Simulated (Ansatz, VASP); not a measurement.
# Two plane-wave programs on MgZn3Se3S

```xyz
16
Lattice="8.0999 0.0000 0.0000 0.0000 7.0190 0.0000 0.0000 0.0000 6.6023" Properties=species:S:1:pos:R:3 pbc="T T T"
Mg    4.0499    1.0496    3.2658
Mg    0.0000    5.9694   -0.0353
Zn    6.0272    4.6943    3.2746
Zn    2.0727    4.6943    3.2746
Zn    0.0000    1.2218    3.3798
Zn    1.9772    2.3247   -0.0266
Zn    6.1227    2.3247   -0.0266
Zn    4.0499    5.7971    0.0786
Se    0.0000    5.8966    2.5546
Se    6.1136    2.3594    2.4536
Se    1.9863    2.3594    2.4536
Se    4.0499    1.1224    5.8558
Se    6.0363    4.6596    5.7547
Se    2.0636    4.6596    5.7547
S     4.0499    5.7434    2.4515
S     0.0000    1.2756    5.7527
```

Alike in both runs: functional PBE; k mesh 2 × 2 × 2; occupations gaussian, width 0.15 eV; no spin polarisation.

Ansatz relaxed the structure, and its values are those at the end. VASP's run is a single point on that final structure, the one shown.

|  | VASP | Ansatz |
| --- | --- | --- |
| version | VASP 6.6.1 | Ansatz 0.2.0 |
| potentials or method | VASP PAW PBE potentials, release 64 (Mg, Zn, Se, S), cutoff 520 eV | scalar-relativistic, plane waves, PAW |
| valence electrons in the cell | 124 | 200 |

|  | VASP | Ansatz | Ansatz less VASP |
| --- | --- | --- | --- |
| gap on the k mesh at the Fermi level (eV) | 1.69 | 1.69 | +0.001 |
| least direct gap on the mesh (eV) | 1.69 | 1.69 | +0.001 |
| pressure (GPa) | 0.2 | 0.1 | -0.12 |
| rms of the force components (eV/Å) | 0.019 | 0.020 | +0.0012 |

The functional is the same, so the differences come from potentials, cutoffs and numerics. VASP's potentials hold 124 valence electrons a cell and Ansatz's 200, so a difference there can come from the potentials and not from the codes.

The k mesh is coarse, so the values compare programs but aren't converged.
